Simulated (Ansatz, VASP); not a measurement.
# SbC in VASP and in Ansatz

```
CELL_PARAMETERS angstrom
5.27427 0.00000 0.00000
0.00000 5.27427 0.00000
0.00000 0.00000 5.27427
ATOMIC_POSITIONS crystal
Sb 0.00005 0.00005 0.00005
Sb 0.49995 0.99995 0.50005
Sb 0.50005 0.49995 0.99995
Sb 0.99995 0.50005 0.49995
C 0.75008 0.75008 0.75008
C 0.74992 0.24992 0.25008
C 0.25008 0.74992 0.24992
C 0.24992 0.25008 0.74992
```

Alike in both runs: functional PBE; k mesh 4 × 4 × 4; occupations gaussian, width 0.1 eV; no spin polarisation.

Ansatz relaxed the structure, and its values are those at the end. VASP's run is a single point on that final structure, the one shown.

|  | VASP | Ansatz |
| --- | --- | --- |
| version | VASP 6.6.1 | Ansatz 0.2.0 |
| potentials or method | VASP PAW PBE potentials, release 64 (Sb, C), cutoff 520 eV | scalar-relativistic, plane waves, PAW |
| valence electrons in the cell | 36 | 76 |

```tsv
	VASP	Ansatz	Ansatz less VASP
gap on the k mesh at the Fermi level (eV)	none	none	-
pressure (GPa)	0.3	0.2	-0.10
```

A gap of «none» marks a metal or a gap that the smearing closes. With one functional, cell and mesh, what is left measures potentials, basis and numerics. VASP's potentials hold 36 valence electrons a cell and Ansatz's 76, so a difference there can come from the potentials and not from the codes.

Neither program's run includes spin-orbit coupling.
